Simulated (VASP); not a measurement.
# Si (P1) in VASP: single point with LDA

Aim: the single point of Si with LDA.

Program: VASP 6.6.1. These are calculated values, not measurements. Logs are shortened: lines on timing, memory, paths and dates and some standing lists are left out, and cuts for length are marked.

### Step 1. The cell of the first run

The typed cell holds 16 atoms: a = 5.688 Å, b = 5.688 Å, c = 10.288 Å, α = 90.00°, β = 90.00°, γ = 109.47°.

### Step 2. Single point, LDA (the distance across one plane changed)

The input, INCAR:

```
SYSTEM = Si
PREC = Accurate ; ENCUT = 500
EDIFF = 1E-6 ; ISMEAR = 0
SIGMA = 0.15 ; LREAL = .False.
LASPH = .True. ; NELM = 120
ALGO = Normal ; ISIF = 2
LWAVE = .False. ; LCHARG = .False.
GGA = CA ; NBANDS = 46
GGA_COMPAT = .False.
```

The input, KPOINTS:

```
regular mesh
0
Gamma
  7 7 4
  0 0 0
```

The input, POSCAR:

```
Si
1.0
   -3.2836945321      3.2836945321     -3.2836945321
   -3.2836945321     -3.2836945321      3.2836945321
    0.0000000000      7.2744958454      7.2744958454
Si
16
Direct
    0.8977581535      0.8977581535      0.7232680193
    0.3977581535      0.3977581535      0.2718697916
    0.2500000000      0.9544836931      0.8566635566
    0.7500000000      0.4544836931      0.4052653288
    0.6477581535      0.1477581535      0.7643599799
    0.1477581535      0.6477581535      0.3129617522
    0.7044836931      0.5000000000      0.6309644427
    0.2044836931      0.0000000000      0.1795662150
    0.6022418465      0.6022418465      0.0872626384
    0.1022418465      0.1022418465      0.5386608661
    0.2500000000      0.5455163069      0.8566635566
    0.7500000000      0.0455163069      0.4052653288
    0.8522418465      0.3522418465      0.0461706777
    0.3522418465      0.8522418465      0.4975689055
    0.2955163069      0.5000000000      0.6309644427
    0.7955163069      0.0000000000      0.1795662150
```

Potentials or basis: VASP PAW LDA potentials, release 64 (Si).

Launch:

```bash
cat potpaw_LDA.64/Si/POTCAR > POTCAR
mpirun -np 1 vasp_std > vasp.out
```

OUTCAR:

```text
SYSTEM = Si
   PREC = Accurate
   ENCUT = 500
   EDIFF = 1E-6
   ISMEAR = 0
   LREAL = .False.
   LASPH = .True.
   NELM = 120
   ISIF = 2
   GGA = CA

 ion  position               nearest neighbor table
   1  0.898  0.898  0.723-  10 2.33   7 2.36   5 2.36   3 2.36
   2  0.398  0.398  0.272-   9 2.33   4 2.36   8 2.36   6 2.36
   3  0.250  0.954  0.857-  11 2.33   5 2.36   1 2.36
   4  0.750  0.454  0.405-  12 2.33   2 2.36   6 2.36   7 2.36
   5  0.648  0.148  0.764-   7 2.36   1 2.36   3 2.36
   6  0.148  0.648  0.313-  14 2.33   8 2.36   4 2.36   2 2.36
   7  0.704  0.500  0.631-  15 2.33   5 2.36   1 2.36   4 2.36
   8  0.204  0.000  0.180-  16 2.33   6 2.36   2 2.36
   9  0.602  0.602  0.087-   2 2.33  16 2.36  13 2.36  11 3.05
  10  0.102  0.102  0.539-   1 2.33  15 2.36  14 2.36  12 2.36
  11  0.250  0.546  0.857-   3 2.33  15 2.36  13 2.91   9 3.05
  12  0.750  0.046  0.405-   4 2.33  16 2.36  14 2.36  10 2.36
  13  0.852  0.352  0.046-   9 2.36  16 2.36  11 2.91
  14  0.352  0.852  0.498-   6 2.33  15 2.36  10 2.36  12 2.36
  15  0.296  0.500  0.631-   7 2.33  14 2.36  10 2.36  11 2.36
  16  0.796  0.000  0.180-   8 2.33  12 2.36   9 2.36  13 2.36

  LATTYP: Found a base centered orthorhombic cell.
 ALAT       =     6.5673890642
 B/A-ratio  =     1.4142135624
 C/A-ratio  =     1.5664810754

  Lattice vectors:

 A1 = (  -3.2836945321,   3.2836945321,  -3.2836945321)
 A2 = (  -3.2836945321,  -3.2836945321,   3.2836945321)
 A3 = (   0.0000000000,   7.2744958454,   7.2744958454)

Analysis of symmetry for initial positions (statically):
=====================================================================
 Subroutine PRICEL returns:
 Original cell was already a primitive cell.

 Routine SETGRP: Setting up the symmetry group for a
 base centered orthorhombic supercell.

 Subroutine GETGRP returns: Found  1 space group operations
 (whereof  1 operations were pure point group operations)
 out of a pool of  8 trial point group operations.

The static configuration has the point symmetry C_1 .

Analysis of symmetry for dynamics (positions and initial velocities):
=====================================================================
 Subroutine PRICEL returns:
 Original cell was already a primitive cell.

 Routine SETGRP: Setting up the symmetry group for a
 base centered orthorhombic supercell.

 Subroutine GETGRP returns: Found  1 space group operations
 (whereof  1 operations were pure point group operations)
 out of a pool of  8 trial point group operations.

The dynamic configuration has the point symmetry C_1 .

 Subroutine INISYM returns: Found  1 space group operations
 (whereof  1 operations are pure point group operations),
 and found     1 'primitive' translations

----------------------------------------------------------------------------------------

                                     Primitive cell

  volume of cell :     313.7534

  direct lattice vectors                    reciprocal lattice vectors
    -3.283694532  3.283694532 -3.283694532    -0.152267513  0.076133757 -0.076133757
    -3.283694532 -3.283694532  3.283694532    -0.152267513 -0.076133757  0.076133757
     0.000000000  7.274495845  7.274495845     0.000000000  0.068733286  0.068733286

  length of vectors
     5.687525766  5.687525766 10.287690684     0.186488856  0.186488856  0.097203545

  position of ions in fractional coordinates (direct lattice)
     0.897758153  0.897758153  0.723268019
     0.397758153  0.397758153  0.271869792
     0.250000000  0.954483693  0.856663557
     0.750000000  0.454483693  0.405265329
     0.647758153  0.147758153  0.764359980
     0.147758153  0.647758153  0.312961752
[... 8 lines left out ...]
     0.295516307  0.500000000  0.630964443
     0.795516307  0.000000000  0.179566215

  ion indices of the primitive-cell ions
   primitive index   ion index
                 1           1
                 2           2
                 3           3
                 4           4
                 5           5
                 6           6
[... 8 lines left out ...]
                15          15
                16          16

----------------------------------------------------------------------------------------

 KPOINTS: regular mesh

Automatic generation of k-mesh.
 Grid dimensions read from file:
 generate k-points for:    7    7    4

 Generating k-lattice:

  Cartesian coordinates                     Fractional coordinates (reciprocal lattice)
    -0.021752502  0.010876251 -0.010876251     0.142857143  0.000000000  0.000000000
    -0.021752502 -0.010876251  0.010876251     0.000000000  0.142857143  0.000000000
     0.000000000  0.017183321  0.017183321     0.000000000  0.000000000  0.250000000

  Length of vectors
     0.026641265  0.026641265  0.024300886

  Shift w.r.t. Gamma in fractional coordinates (k-lattice)
     0.000000000  0.000000000  0.000000000

 Subroutine IBZKPT returns following result:
 ===========================================

 Found     99 irreducible k-points:

 Following reciprocal coordinates:
            Coordinates               Weight
  0.000000  0.000000  0.000000      1.000000
  0.142857  0.000000  0.000000      2.000000
  0.000000  0.142857  0.000000      2.000000
  0.285714  0.000000  0.000000      2.000000
  0.000000  0.285714  0.000000      2.000000
  0.428571  0.000000  0.000000      2.000000
[... 16 lines left out ...]
 -0.285714  0.285714  0.000000      2.000000
  0.428571  0.428571  0.000000      2.000000
 [... further k-points ...]
   k-points           NKPTS =     99   k-points in BZ     NKDIM =     99   number of bands    NBANDS=     46
   number of dos      NEDOS =    301   number of ions     NIONS =     16
   total plane-waves  NPLWV = 141120
   dimension x,y,z NGX =    42 NGY =   42 NGZ =   80
   dimension x,y,z NGXF=    84 NGYF=   84 NGZF=  160
   ions per type =              16
   NGX,Y,Z   is equivalent  to a cutoff of  12.28, 12.28, 12.93 a.u.
   NGXF,Y,Z  is equivalent  to a cutoff of  24.55, 24.55, 25.86 a.u.
 SYSTEM =  Si
   PREC   = accura    normal or accurate (medium, high low for compatibility)
   ISTART =      0    job   : 0-new  1-cont  2-samecut
   ICHARG =      2    charge: 1-file 2-atom 10-const
   ISPIN  =      1    spin polarized calculation?
   LNONCOLLINEAR =      F non collinear calculations
   LSORBIT =      F    spin-orbit coupling
   LASPH  =      T    aspherical Exc in radial PAW
   ENCUT  =  500.0 eV  36.75 Ry    6.06 a.u.  10.37 10.37 18.76*2*pi/ulx,y,z
   NELM   =    120;   NELMIN=  2; NELMDL= -5     # of ELM steps
   EDIFF  = 0.1E-05   stopping-criterion for ELM
   LREAL  =      F    real-space projection
   EDIFFG = 0.1E-04   stopping-criterion for IOM
   NSW    =      0    number of steps for IOM
   IBRION =     -1    ionic relax: 0-MD 1-quasi-New 2-CG
   NFREE  =      0    steps in history (QN), initial steepest desc. (CG)
   ISIF   =      2    stress and relaxation
   ISYM   =      2    0-nonsym 1-usesym 2-fastsym
   POTIM  = 0.5000    time-step for ionic-motion
   TEBEG  =    0.0;   TEEND  =   0.0 temperature during run
   PSTRESS=    0.0 pullay stress
   NELECT =      64.0000    total number of electrons
   NUPDOWN=      -1.0000    fix difference up-down
   EMIN   =  10.00;   EMAX   =-10.00  energy-range for DOS
   EFERMI =   0.00;   METHOD = LEGACY
   ISMEAR =     0;   SIGMA  =   0.15  broadening in eV -4-tet -1-fermi 0-gaus
   EFERMI_NEDOS =   21; number of points for ismear=-14 and -15
   IALGO  =     38    algorithm
   IMIX   =      4    mixing-type and parameters
     AMIX     =   0.40;   BMIX     =  1.00
     AMIX_MAG =   1.60;   BMIX_MAG =  1.00
  volume/ion in A,a.u.               =      19.61       132.33
  Fermi-wavevector in a.u.,A,eV,Ry     =   0.963693  1.821116 12.635787  0.928704
  Thomas-Fermi vector in A             =   2.093260
   LORBIT       =      0    0 simple, 1 ext, 2 COOP (PROOUT), +10 PAW based schemes
   GGA     = CA    functional components
   LHFCALC =     F    Hartree Fock is set to
   AEXX    =    0.0000 exact exchange contribution
   IVDW    =     0    specifies the selected vdW correction
   LEPSILON=     F    determine dielectric tensor
   LRPA    =     F    only Hartree local field effects (RPA)
 non-spin polarized calculation
 Gauss-broadening in eV      SIGMA  =   0.15
  energy-cutoff  :      500.00
  volume of cell :      313.75
 maximum number of plane-waves:      7993
 NGX is ok and might be reduce to    42
   NGX = 21   NGY = 21   NGZ = 37

 number of electron      64.0000000 magnetization

 Free energy of the ion-electron system (eV)
  ---------------------------------------------------
  ext. energy  EPLUGINS =         0.00000000
  ---------------------------------------------------
  free energy    TOTEN  =       -89.42935576 eV

  energy without entropy =      -89.37314124  energy(sigma->0) =      -89.40124850

 E-fermi :   6.0447     XC(G=0):  -9.7995

 val. band max:        6.0435651674   @ k =   0.2857   0.2857   0.0000
 cond. band min:       6.0466486810   @ k =   0.0000   0.0000   0.0000
 fundamental gap:      0.0030835136
 Fermi energy:         6.0447100214

 k-point     1 :       0.0000    0.0000    0.0000
  band No.  band energies     occupation
      1      -6.3443      2.00000
      2      -5.2296      2.00000
      3      -4.2456      2.00000
      4      -2.5954      2.00000
      5      -2.5473      2.00000
      6      -2.2121      2.00000
[... 36 lines left out ...]
     43       9.5714      0.00000
     44       9.6564      0.00000

 k-point     2 :       0.1429    0.0000    0.0000
  band No.  band energies     occupation
      1      -6.2491      2.00000
      2      -5.1407      2.00000
      3      -4.1659      2.00000
      4      -3.1881      2.00000
      5      -2.5982      2.00000
      6      -2.3899      2.00000
[... 36 lines left out ...]
     43       9.1911      0.00000
     44       9.4950      0.00000

 k-point     3 :       0.0000    0.1429    0.0000
  band No.  band energies     occupation
      1      -6.2489      2.00000
      2      -5.1380      2.00000
      3      -4.1620      2.00000
      4      -3.1897      2.00000
      5      -2.5323      2.00000
      6      -2.4381      2.00000
[... 36 lines left out ...]
     43       9.2178      0.00000
     44       9.5367      0.00000

 k-point     4 :       0.2857    0.0000    0.0000
  band No.  band energies     occupation
      1      -5.9652      2.00000
      2      -4.8797      2.00000
      3      -4.0558      2.00000
      4      -3.9345      2.00000
      5      -3.1231      2.00000
      6      -2.6500      2.00000
[... 882 lines left out ...]
     43       8.9389      0.00000
     44       9.2032      0.00000

 k-point    23 :      -0.2857    0.2857    0.0000
  band No.  band energies     occupation
      1      -5.8405      2.00000
      2      -4.7733      2.00000
      3      -3.8964      2.00000
      4      -3.6025      2.00000
      5      -3.3074      2.00000
      6      -2.6478      2.00000
[... 36 lines left out ...]
     43       9.1116      0.00000
     44       9.3850      0.00000

 k-point    24 :       0.4286    0.4286    0.0000
  band No.  band energies     occupation
      1      -4.7925      2.00000
      2      -4.7648      2.00000
      3      -4.2360      2.00000
      4      -4.0655      2.00000
      5      -3.5572      2.00000
      6      -3.2030      2.00000
[... 36 lines left out ...]
     43       8.9390      0.00000
     44       8.9890      0.00000

 [... further k-points ...]

 [bands above 44 left out]

------------------------ aborting loop because EDIFF is reached ----------------------------------------

  FORCE on cell =-STRESS in cart. coord.  units (eV):
  Direction    XX          YY          ZZ          XY          YZ          ZX
  --------------------------------------------------------------------------------------
  -------------------------------------------------------------------------------------
  Total       -3.8693648     -8.2312232     -8.8020010      0.4226121     -5.0770803      0.2550997
  in kB      -19.7588591    -42.0326305    -44.9472998      2.1580630    -25.9260420      1.3026631
  external PRESSURE =     -35.5795965 kB  Pullay stress =       0.0000000 kB

 VOLUME and BASIS-vectors are now :
 -----------------------------------------------------------------------------
  energy-cutoff  :      500.00
  volume of cell :      313.75
      direct lattice vectors                 reciprocal lattice vectors
    -3.283694532  3.283694532 -3.283694532    -0.152267513  0.076133757 -0.076133757
    -3.283694532 -3.283694532  3.283694532    -0.152267513 -0.076133757  0.076133757
     0.000000000  7.274495845  7.274495845     0.000000000  0.068733286  0.068733286

 POSITION                                       TOTAL-FORCE (eV/Angst)
 -----------------------------------------------------------------------------------
     -5.89593      5.26141      5.26141        -0.111129     -0.056386      0.195459
     -2.61223      1.97772      1.97772         0.172059     -0.147531     -0.053714
     -3.95516      3.91849      8.54510        -0.234455      0.536695      0.700154
     -3.95516      3.91849      1.97772        -0.161993     -0.097771     -0.088765
     -2.61223      7.20218      3.91849        -0.090233      0.556188      0.458487
     -2.61223      0.63479      3.91849         0.218657     -0.309281     -0.214140
[... 8 lines left out ...]
     -2.61223      3.91849      5.26141         0.166088     -0.131840     -0.079483
     -2.61223      3.91849     -1.30598         0.060899     -0.475801     -0.440151
 -----------------------------------------------------------------------------------
    total drift:                                0.000009      0.000025      0.000053

  FREE ENERGIE OF THE ION-ELECTRON SYSTEM (eV)
  ---------------------------------------------------
  free  energy   TOTEN  =       -89.4293557592 eV

  energy  without entropy=      -89.3731412439  energy(sigma->0) =      -89.40124850
```

Wall time 14 min (1 thread of Intel Xeon 6975P-C (Granite Rapids), shared host); peak memory 0.87 GiB.

What came out:

* Free energy: -89.4294 eV
* Pressure: -3.6 GPa
* Largest force: 2.193 eV/Å
* Band gap on the k mesh: zero (bands 32 and 33 overlap by 0.47 eV)

Forces on the atoms (eV/Å):
```
Si  -0.111 -0.056  0.195
Si   0.172 -0.148 -0.054
Si  -0.234  0.537  0.700
Si  -0.162 -0.098 -0.089
Si  -0.090  0.556  0.458
Si   0.219 -0.309 -0.214
Si  -0.066  0.394  0.299
Si  -0.032 -0.341 -0.782
Si   0.356 -0.832 -0.648
Si  -0.027  0.044 -0.062
Si   0.420  1.605  1.435
Si   0.051  0.045  0.020
Si  -0.514 -0.941 -1.017
Si  -0.206  0.153  0.277
Si   0.166 -0.132 -0.079
Si   0.061 -0.476 -0.440
```

Stress tensor (GPa, compression positive):
```
-1.98  0.22  0.13
 0.22 -4.20 -2.59
 0.13 -2.59 -4.49
```

Caveat: the cell differs from its parent crystal (the distance across one plane changed); the cell stands under tension; semilocal functionals underestimate gaps, and a narrow one can read as zero; forces of over 1 eV/Å act on the atoms, so gaps and moduli don't describe the material at rest.
